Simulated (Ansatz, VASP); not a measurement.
SrCl2: VASP beside Ansatz

The input INCAR:

```
PREC     = Accurate       # precision mode
ENCUT    = 520            # plane-wave cutoff, eV
EDIFF    = 1E-6           # SCF threshold, eV
ISMEAR   = -1             # smearing method
SIGMA    = 0.05           # smearing width, eV
LREAL    = False          # projectors in reciprocal space
LASPH    = True           # aspherical terms in the spheres
NELM     = 100            # most SCF steps
ALGO     = Normal         # electronic algorithm
ISIF     = 2              # what is computed and relaxed
LWAVE    = False          # write WAVECAR
LCHARG   = False          # write CHGCAR
GGA      = PS             # functional
NBANDS   = 19             # bands
```

File KPOINTS:

```
regular mesh
0
Gamma
  7 7 7
```

POSCAR

```
SrCl2
1.0
    0.0000000000      3.4649375496      3.4649375496
    3.4649375496      0.0000000000      3.4649375496
    3.4649375496      3.4649375496      0.0000000000
Sr Cl
1 2
Direct
    0.0000000000      0.0000000000      0.0000000000
    0.7500000000      0.7500000000      0.7500000000
    0.2500000000      0.2500000000      0.2500000000
```

input.yaml

```yaml
crystal:
  lattice:
    - [0.0, 3.4649375496, 3.4649375496]
    - [3.4649375496, 0.0, 3.4649375496]
    - [3.4649375496, 3.4649375496, 0.0]
  atoms:
    - { symbol: Sr, position: [0.0, 0.0, 0.0] }
    - { symbol: Cl, position: [0.75, 0.75, 0.75] }
    - { symbol: Cl, position: [0.25, 0.25, 0.25] }
hamiltonian:
  xc: pbesol
  pseudopotentials: { kind: paw }
kpoints:
  mp_grid: { grid: [7, 7, 7] }
scf:
  occupations: { method: fermi_dirac, width: 0.05 }
output:
  forces: true
  stress: true
  eigenvalues: true
```

Alike in both runs: task single point; functional PBEsol; k mesh 7 × 7 × 7; occupations fermi-dirac, width 0.05 eV; no spin polarisation.

|  | VASP | Ansatz |
| --- | --- | --- |
| version | VASP 6.6.1 | Ansatz 0.2.0 |
| potentials or method | VASP PAW PBE potentials, release 64 (Sr_sv, Cl) | Ansatz PAW |
| plane-wave cutoff (eV) | 520 | 420 |
| valence electrons in the cell | 24 | 24 |

|  | VASP | Ansatz | Ansatz less VASP |
| --- | --- | --- | --- |
| gap on the k mesh at the Fermi level (eV) | 5.24 | 5.25 | +0.010 |
| least direct gap on the mesh (eV) | 5.56 | 5.56 | +0.002 |
| pressure (GPa) | -0.2 | -0.4 | -0.13 |

VASP's potentials were made for PBE, not for PBEsol.

Noted on Ansatz's run: odd divisions of the mesh miss points on the zone boundary, where band edges often lie, so the gap on the mesh can be too wide.
